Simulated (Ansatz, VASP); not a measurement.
# One calculation of MgS, two programs

```
Mg S
1.0
     0.00000    2.60000    2.60000
     2.60000    0.00000    2.60000
     2.60000    2.60000    0.00000
Mg S
1 1
Direct
  0.00000 0.00000 0.00000
  0.50000 0.50000 0.50000
```

Alike in both runs: task single point; functional PBEsol; k mesh 6 × 6 × 6; no spin polarisation.

|  | VASP | Ansatz |
| --- | --- | --- |
| version | VASP 6.6.1 | Ansatz 0.2.0 |
| potentials or method | VASP PAW PBE potentials, release 64 (Mg, S), cutoff 520 eV | scalar-relativistic, plane waves, PAW |
| occupations | gaussian, width 0.01 eV | fixed |
| valence electrons in the cell | 8 | 16 |

```tsv
	VASP	Ansatz	Ansatz less VASP
gap on the k mesh at the Fermi level (eV)	2.71	2.71	0.000
least direct gap on the mesh (eV)	3.61	3.61	+0.002
```

VASP's potentials were made for PBE, not for PBEsol, and Ansatz warns of the same on its side. VASP's potentials hold 8 valence electrons a cell and Ansatz's 16, so a difference there can come from the potentials and not from the codes.
